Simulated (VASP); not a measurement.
# AsAu (zincblende type) (F-43m) in VASP: notebook

AsAu (zincblende type) is run at these levels: PBE, LDA; tasks: electric field gradients.

Everything below comes from runs of VASP 6.6.1. Logs are shortened: lines on timing, memory, paths and dates and some standing lists are left out, and cuts for length are marked.

## 1. The cell of the first run

The structure is cubic, space group F-43m (No. 216). Conventional cell: a = 5.841 Å, b = 5.841 Å, c = 5.841 Å, α = 90.00°, β = 90.00°, γ = 90.00°. Au (site symmetry -43m) has 4 As at 2.53 Å within 3.3 Å. Within 3.3 Å of As (site symmetry -43m) lie 4 Au at 2.53 Å.

## 2. Electric field gradients, PBE

INCAR reads:

```
SYSTEM = AsAu
PREC = Accurate
ENCUT = 520
EDIFF = 1E-8
ISMEAR = -1
SIGMA = 0.08
LREAL = .FALSE.
LASPH = .TRUE.
NELM = 100
ALGO = Normal
ISIF = 2
LWAVE = .FALSE.
LCHARG = .FALSE.
GGA = PE
LEFG = .TRUE.
NBANDS = 15
```

KPOINTS reads:

```
regular mesh
0
G
  11 11 11
  0 0 0
```

POSCAR reads:

```
AsAu
1.0
    0.0000000000      2.9202842869      2.9202842869
    2.9202842869      0.0000000000      2.9202842869
    2.9202842869      2.9202842869      0.0000000000
Au As
1 1
Direct
    0.0000000000      0.0000000000      0.0000000000
    0.2500000000      0.2500000000      0.2500000000
```

Potentials or basis: VASP PAW PBE potentials, release 64 (Au, As).

On the command line:

```
$ cat potpaw_PBE.64/Au/POTCAR potpaw_PBE.64/As/POTCAR > POTCAR
$ mpirun -np 1 vasp_std > vasp.out
```

OUTCAR:

```text
SYSTEM = AsAu
   PREC = Accurate
   ENCUT = 520
   EDIFF = 1E-8
   ISMEAR = -1
   LREAL = .FALSE.
   LASPH = .TRUE.
   NELM = 100
   ISIF = 2
   GGA = PE

 ion  position               nearest neighbor table
   1  0.000  0.000  0.000-   2 2.53   2 2.53   2 2.53   2 2.53
   2  0.250  0.250  0.250-   1 2.53   1 2.53   1 2.53   1 2.53

  LATTYP: Found a face centered cubic cell.
 ALAT       =     5.8405685738

  Lattice vectors:

 A1 = (   0.0000000000,   2.9202842869,   2.9202842869)
 A2 = (   2.9202842869,   0.0000000000,   2.9202842869)
 A3 = (   2.9202842869,   2.9202842869,   0.0000000000)

Analysis of symmetry for initial positions (statically):
=====================================================================
 Subroutine PRICEL returns:
 Original cell was already a primitive cell.

 Routine SETGRP: Setting up the symmetry group for a
 face centered cubic supercell.

 Subroutine GETGRP returns: Found 24 space group operations
 (whereof 24 operations were pure point group operations)
 out of a pool of 48 trial point group operations.

The static configuration has the point symmetry T_d .

Analysis of symmetry for dynamics (positions and initial velocities):
=====================================================================
 Subroutine PRICEL returns:
 Original cell was already a primitive cell.

 Routine SETGRP: Setting up the symmetry group for a
 face centered cubic supercell.

 Subroutine GETGRP returns: Found 24 space group operations
 (whereof 24 operations were pure point group operations)
 out of a pool of 48 trial point group operations.

The dynamic configuration has the point symmetry T_d .

 Subroutine INISYM returns: Found 24 space group operations
 (whereof 24 operations are pure point group operations),
 and found     1 'primitive' translations

----------------------------------------------------------------------------------------

                                     Primitive cell

  volume of cell :      49.8087

  direct lattice vectors                    reciprocal lattice vectors
     0.000000000  2.920284287  2.920284287    -0.171216207  0.171216207  0.171216207
     2.920284287  0.000000000  2.920284287     0.171216207 -0.171216207  0.171216207
     2.920284287  2.920284287  0.000000000     0.171216207  0.171216207 -0.171216207

  length of vectors
     4.129905645  4.129905645  4.129905645     0.296555170  0.296555170  0.296555170

  position of ions in fractional coordinates (direct lattice)
     0.000000000  0.000000000  0.000000000
     0.250000000  0.250000000  0.250000000

  ion indices of the primitive-cell ions
   primitive index   ion index
                 1           1
                 2           2

----------------------------------------------------------------------------------------

 KPOINTS: regular mesh

Automatic generation of k-mesh.
 Grid dimensions read from file:
 generate k-points for:   11   11   11

 Generating k-lattice:

  Cartesian coordinates                     Fractional coordinates (reciprocal lattice)
    -0.015565110  0.015565110  0.015565110     0.090909091  0.000000000  0.000000000
     0.015565110 -0.015565110  0.015565110     0.000000000  0.090909091  0.000000000
     0.015565110  0.015565110 -0.015565110     0.000000000  0.000000000  0.090909091

  Length of vectors
     0.026959561  0.026959561  0.026959561

  Shift w.r.t. Gamma in fractional coordinates (k-lattice)
     0.000000000  0.000000000  0.000000000

 Subroutine IBZKPT returns following result:
 ===========================================

 Found     56 irreducible k-points:

 Following reciprocal coordinates:
            Coordinates               Weight
  0.000000  0.000000  0.000000      1.000000
  0.090909  0.000000  0.000000      8.000000
  0.181818  0.000000  0.000000      8.000000
  0.272727  0.000000  0.000000      8.000000
  0.363636  0.000000  0.000000      8.000000
  0.454545  0.000000  0.000000      8.000000
[... 16 lines left out ...]
 -0.272727  0.181818  0.000000     24.000000
 -0.181818  0.181818  0.000000     12.000000
 [... further k-points ...]
   k-points           NKPTS =     56   k-points in BZ     NKDIM =     56   number of bands    NBANDS=     15
   number of dos      NEDOS =    301   number of ions     NIONS =      2
   total plane-waves  NPLWV =  32768
   dimension x,y,z NGX =    32 NGY =   32 NGZ =   32
   dimension x,y,z NGXF=    64 NGYF=   64 NGZF=   64
   ions per type =               1   1
   NGX,Y,Z   is equivalent  to a cutoff of  12.88, 12.88, 12.88 a.u.
   NGXF,Y,Z  is equivalent  to a cutoff of  25.76, 25.76, 25.76 a.u.
 SYSTEM =  AsAu
   PREC   = accura    normal or accurate (medium, high low for compatibility)
   ISTART =      0    job   : 0-new  1-cont  2-samecut
   ICHARG =      2    charge: 1-file 2-atom 10-const
   ISPIN  =      1    spin polarized calculation?
   LNONCOLLINEAR =      F non collinear calculations
   LSORBIT =      F    spin-orbit coupling
   LASPH  =      T    aspherical Exc in radial PAW
   ENCUT  =  520.0 eV  38.22 Ry    6.18 a.u.   7.68  7.68  7.68*2*pi/ulx,y,z
   NELM   =    100;   NELMIN=  2; NELMDL= -5     # of ELM steps
   EDIFF  = 0.1E-07   stopping-criterion for ELM
   LREAL  =      F    real-space projection
   EDIFFG = 0.1E-06   stopping-criterion for IOM
   NSW    =      0    number of steps for IOM
   IBRION =     -1    ionic relax: 0-MD 1-quasi-New 2-CG
   NFREE  =      0    steps in history (QN), initial steepest desc. (CG)
   ISIF   =      2    stress and relaxation
   ISYM   =      2    0-nonsym 1-usesym 2-fastsym
   POTIM  = 0.5000    time-step for ionic-motion
   TEBEG  =    0.0;   TEEND  =   0.0 temperature during run
   PSTRESS=    0.0 pullay stress
   NELECT =      16.0000    total number of electrons
   NUPDOWN=      -1.0000    fix difference up-down
   EMIN   =  10.00;   EMAX   =-10.00  energy-range for DOS
   EFERMI =   0.00;   METHOD = LEGACY
   ISMEAR =    -1;   SIGMA  =   0.08  broadening in eV -4-tet -1-fermi 0-gaus
   EFERMI_NEDOS =   21; number of points for ismear=-14 and -15
   IALGO  =     38    algorithm
   IMIX   =      4    mixing-type and parameters
     AMIX     =   0.40;   BMIX     =  1.00
     AMIX_MAG =   1.60;   BMIX_MAG =  1.00
  volume/ion in A,a.u.               =      24.90       168.06
  Fermi-wavevector in a.u.,A,eV,Ry     =   1.121191  2.118744 17.103473  1.257070
  Thomas-Fermi vector in A             =   2.257843
   LORBIT       =      0    0 simple, 1 ext, 2 COOP (PROOUT), +10 PAW based schemes
   GGA     = PE    functional components
   LHFCALC =     F    Hartree Fock is set to
   AEXX    =    0.0000 exact exchange contribution
   IVDW    =     0    specifies the selected vdW correction
   LEPSILON=     F    determine dielectric tensor
   LRPA    =     F    only Hartree local field effects (RPA)
 non-spin polarized calculation
  energy-cutoff  :      520.00
  volume of cell :       49.81
 maximum number of plane-waves:      1363
   NGX = 15   NGY = 15   NGZ = 15

 number of electron      15.9999999 magnetization

 Free energy of the ion-electron system (eV)
  ---------------------------------------------------
  ext. energy  EPLUGINS =         0.00000000
  ---------------------------------------------------
  free energy    TOTEN  =        -7.45661797 eV

  energy without entropy =       -7.42804667  energy(sigma->0) =       -7.44233232

 E-fermi :   4.1658     XC(G=0):  -9.6882

 val. band max:        4.1578556267   @ k =  -0.1818   0.1818   0.0000
 cond. band min:       4.1731994389   @ k =  -0.2727   0.3636   0.0909
 fundamental gap:      0.0153438122
 Fermi energy:         4.1658298910

 k-point     1 :       0.0000    0.0000    0.0000
  band No.  band energies     occupation
      1      -7.8870      2.00000
      2      -1.3805      2.00000
      3      -1.3805      2.00000
      4      -1.3805      2.00000
      5      -0.0674      2.00000
      6      -0.0674      2.00000
      7       5.7695      0.00000
      8       6.7896      0.00000
      9       6.7896      0.00000
     10       6.7896      0.00000
     11      10.6052      0.00000
     12      10.6052      0.00000
     13      10.6052      0.00000
     14      13.9322      0.00000
     15      16.7968      0.00000
[... 397 lines left out ...]
 k-point    24 :      -0.1818    0.1818    0.0000
  band No.  band energies     occupation
      1      -7.3180      2.00000
      2      -1.4281      2.00000
      3      -1.1628      2.00000
      4      -1.1385      2.00000
      5      -0.1492      2.00000
      6       0.0156      2.00000
      7       2.8859      2.00000
      8       4.1579      1.04980
      9       5.9463      0.00000
     10       8.3868      0.00000
     11      10.7600      0.00000
     12      11.3518      0.00000
     13      11.5921      0.00000
     14      14.6592      0.00000
     15      16.5810      0.00000

 [... further k-points ...]
[... 5 lines left out ...]
  --------------------------------------------------------------------------------------
  -------------------------------------------------------------------------------------
  Total       -0.0232560     -0.0232560     -0.0232560     -0.0000000     -0.0000000      0.0000000
  in kB       -0.7480664     -0.7480664     -0.7480664     -0.0000000     -0.0000000      0.0000000
  external PRESSURE =      -0.7480664 kB  Pullay stress =       0.0000000 kB

 VOLUME and BASIS-vectors are now :
 -----------------------------------------------------------------------------
  energy-cutoff  :      520.00
  volume of cell :       49.81
      direct lattice vectors                 reciprocal lattice vectors
     0.000000000  2.920284287  2.920284287    -0.171216207  0.171216207  0.171216207
     2.920284287  0.000000000  2.920284287     0.171216207 -0.171216207  0.171216207
     2.920284287  2.920284287  0.000000000     0.171216207  0.171216207 -0.171216207

 POSITION                                       TOTAL-FORCE (eV/Angst)
 -----------------------------------------------------------------------------------
      0.00000      0.00000      0.00000        -0.000000     -0.000000      0.000000
      1.46014      1.46014      1.46014         0.000000      0.000000     -0.000000
 -----------------------------------------------------------------------------------
    total drift:                                0.000000      0.000000      0.000000

  FREE ENERGIE OF THE ION-ELECTRON SYSTEM (eV)
  ---------------------------------------------------
  free  energy   TOTEN  =        -7.4566179685 eV

  energy  without entropy=       -7.4280466714  energy(sigma->0) =       -7.44233232

 Electric field gradients (V/A^2)
---------------------------------------------------------------------
 ion       V_xx      V_yy      V_zz      V_xy      V_xz      V_yz
---------------------------------------------------------------------
   1      -0.000     0.000    -0.000     0.000     0.000     0.000
   2       0.000     0.000     0.000    -0.000    -0.000    -0.000
---------------------------------------------------------------------

 Electric field gradients after diagonalization (V/A^2)
 (convention: |V_zz| > |V_xx| > |V_yy|)
----------------------------------------------------------------------
 ion       V_xx      V_yy      V_zz     asymmetry (V_yy - V_xx)/ V_zz
----------------------------------------------------------------------
   1      -0.000    -0.000     0.001       0.000
   2       0.000     0.000    -0.000       0.000
----------------------------------------------------------------------

           NMR quadrupolar parameters

 Cq : quadrupolar parameter    Cq=e*Q*V_zz/h
 eta: asymmetry parameters     (V_yy - V_xx)/ V_zz
 Q  : nuclear electric quadrupole moment in mb (millibarn)
----------------------------------------------------------------------
 ion       Cq(MHz)       eta       Q (mb)
----------------------------------------------------------------------
   1       0.000       0.000       1.000
   2      -0.000       0.000       1.000
----------------------------------------------------------------------
```

Wall time 50 s (1 thread of Intel Xeon 8259CL, shared host); peak memory 0.2 GiB.

Results:

| Property | Result |
| --- | --- |
| Free energy | -7.4566 eV |
| Pressure | -0.1 GPa |
| Band gap on the k mesh | zero (bands 8 and 9 overlap by 3.60 eV) |
| Largest electric field gradient by atom | zero within the noise of the run |

Caveat: spin-orbit coupling is left out, which moves the levels of the heavy elements.

## 3. Electric field gradients, PBE (25.40 Å³/atom)

This run uses another cell than the first one, of 25.40 Å³/atom.

INCAR reads:

```
SYSTEM = AsAu
PREC     = Accurate       ! precision mode
ENCUT    = 520            ! plane-wave cutoff, eV
EDIFF    = 1E-8           ! SCF threshold, eV
ISMEAR   = -1             ! smearing method
SIGMA    = 0.08           ! smearing width, eV
LREAL    = .FALSE.        ! projectors in reciprocal space
LASPH    = .TRUE.         ! aspherical terms in the spheres
NELM     = 80             ! most SCF steps
ALGO     = Normal         ! electronic algorithm
ISIF     = 2              ! what is computed and relaxed
LWAVE    = .FALSE.        ! write WAVECAR
LCHARG   = .FALSE.        ! write CHGCAR
GGA      = PE             ! functional
LEFG     = .TRUE.       
NBANDS   = 15             ! bands
```

KPOINTS reads:

```
Automatic mesh
0
G
  11 11 11
  0 0 0
```

POSCAR reads:

```
AsAu
1.0
    0.0000000000      2.9396244816      2.9396244816
    2.9396244816      0.0000000000      2.9396244816
    2.9396244816      2.9396244816      0.0000000000
Au As
1 1
Direct
    0.0000000000      0.0000000000      0.0000000000
    0.2500000000      0.2500000000      0.2500000000
```

Potentials or basis: VASP PAW PBE potentials, release 64 (Au, As).

On the command line:

```
$ cat potpaw_PBE.64/Au/POTCAR potpaw_PBE.64/As/POTCAR > POTCAR
$ mpirun -np 1 vasp_std > vasp.out
```

OUTCAR:

```text
SYSTEM = AsAu
   PREC = Accurate
   ENCUT = 520
   EDIFF = 1E-8
   ISMEAR = -1
   LREAL = .FALSE.
   LASPH = .TRUE.
   NELM = 80
   ISIF = 2
   GGA = PE

 ion  position               nearest neighbor table
   1  0.000  0.000  0.000-   2 2.55   2 2.55   2 2.55   2 2.55
   2  0.250  0.250  0.250-   1 2.55   1 2.55   1 2.55   1 2.55

  LATTYP: Found a face centered cubic cell.
 ALAT       =     5.8792489632

  Lattice vectors:

 A1 = (   0.0000000000,   2.9396244816,   2.9396244816)
 A2 = (   2.9396244816,   0.0000000000,   2.9396244816)
 A3 = (   2.9396244816,   2.9396244816,   0.0000000000)

Analysis of symmetry for initial positions (statically):
=====================================================================
 Subroutine PRICEL returns:
 Original cell was already a primitive cell.

 Routine SETGRP: Setting up the symmetry group for a
 face centered cubic supercell.

 Subroutine GETGRP returns: Found 24 space group operations
[... 618 lines left out ...]
  volume of cell :       50.80
      direct lattice vectors                 reciprocal lattice vectors
     0.000000000  2.939624482  2.939624482    -0.170089752  0.170089752  0.170089752
     2.939624482  0.000000000  2.939624482     0.170089752 -0.170089752  0.170089752
     2.939624482  2.939624482  0.000000000     0.170089752  0.170089752 -0.170089752

 POSITION                                       TOTAL-FORCE (eV/Angst)
 -----------------------------------------------------------------------------------
      0.00000      0.00000      0.00000         0.000000     -0.000000      0.000000
      1.46981      1.46981      1.46981        -0.000000      0.000000     -0.000000
 -----------------------------------------------------------------------------------
    total drift:                                0.000000      0.000000      0.000000

  FREE ENERGIE OF THE ION-ELECTRON SYSTEM (eV)
  ---------------------------------------------------
  free  energy   TOTEN  =        -7.4521549952 eV

  energy  without entropy=       -7.4225878188  energy(sigma->0) =       -7.43737141

 Electric field gradients (V/A^2)
---------------------------------------------------------------------
 ion       V_xx      V_yy      V_zz      V_xy      V_xz      V_yz
---------------------------------------------------------------------
   1      -0.000    -0.000    -0.000     0.001     0.001     0.001
   2       0.000    -0.000     0.000    -0.000    -0.000    -0.000
---------------------------------------------------------------------

 Electric field gradients after diagonalization (V/A^2)
 (convention: |V_zz| > |V_xx| > |V_yy|)
----------------------------------------------------------------------
 ion       V_xx      V_yy      V_zz     asymmetry (V_yy - V_xx)/ V_zz
----------------------------------------------------------------------
   1      -0.001    -0.001     0.001       0.000
   2       0.000     0.000    -0.000       0.000
----------------------------------------------------------------------

           NMR quadrupolar parameters

 Cq : quadrupolar parameter    Cq=e*Q*V_zz/h
 eta: asymmetry parameters     (V_yy - V_xx)/ V_zz
 Q  : nuclear electric quadrupole moment in mb (millibarn)
----------------------------------------------------------------------
 ion       Cq(MHz)       eta       Q (mb)
----------------------------------------------------------------------
   1       0.000       0.000       1.000
   2      -0.000       0.000       1.000
----------------------------------------------------------------------
```

OSZICAR:

```text
N       E                     dE             d eps       ncg     rms          rms(c)
DAV:   1     0.687961541325E+02    0.68796E+02   -0.70097E+03  1696   0.920E+02
DAV:   2    -0.625556227332E+01   -0.75052E+02   -0.68679E+02  2072   0.183E+02
DAV:   3    -0.814143182339E+01   -0.18859E+01   -0.18785E+01  2030   0.289E+01
DAV:   4    -0.815234347119E+01   -0.10912E-01   -0.10911E-01  2128   0.242E+00
DAV:   5    -0.815249272438E+01   -0.14925E-03   -0.14925E-03  2114   0.285E-01    0.763E+00
DAV:   6    -0.749699430234E+01    0.65550E+00   -0.29116E+00  1736   0.163E+01    0.592E+00
DAV:   7    -0.746283957377E+01    0.34155E-01   -0.14383E-01  1715   0.369E+00    0.307E+00
DAV:   8    -0.745304409294E+01    0.97955E-02   -0.20669E-02  2030   0.864E-01    0.308E-01
DAV:   9    -0.745221723753E+01    0.82686E-03   -0.19094E-03  2009   0.427E-01    0.147E-01
DAV:  10    -0.745215188451E+01    0.65353E-04   -0.45743E-04  1960   0.132E-01    0.388E-02
DAV:  11    -0.745215513762E+01   -0.32531E-05   -0.32377E-05  2107   0.357E-02    0.934E-03
DAV:  12    -0.745215522261E+01   -0.84986E-07   -0.28067E-06  1939   0.104E-02    0.545E-03
DAV:  13    -0.745215489908E+01    0.32353E-06   -0.92490E-07  1995   0.746E-03    0.137E-03
DAV:  14    -0.745215497489E+01   -0.75810E-07   -0.11880E-07  1883   0.291E-03    0.645E-04
DAV:  15    -0.745215499675E+01   -0.21857E-07   -0.46162E-09  1729   0.569E-04    0.135E-04
DAV:  16    -0.745215499517E+01    0.15782E-08   -0.43206E-10  1057   0.150E-04
   1 F= -.74521550E+01 E0= -.74373714E+01  d E =-.295672E-01
```

Wall time 53 s (1 thread of Intel Xeon 8259CL, shared host); peak memory 0.2 GiB.

Results:

```yaml
Free_energy: -7.4522 eV
Pressure: -1.4 GPa
Band_gap_on_the_k_mesh: zero (bands 8 and 9 overlap by 3.49 eV)
Largest_electric_field_gradient_by_atom: zero within the noise of the run
```

Caveat: spin-orbit coupling is left out, which moves the levels of the heavy elements.

(Part 1 of 2 ends here.)
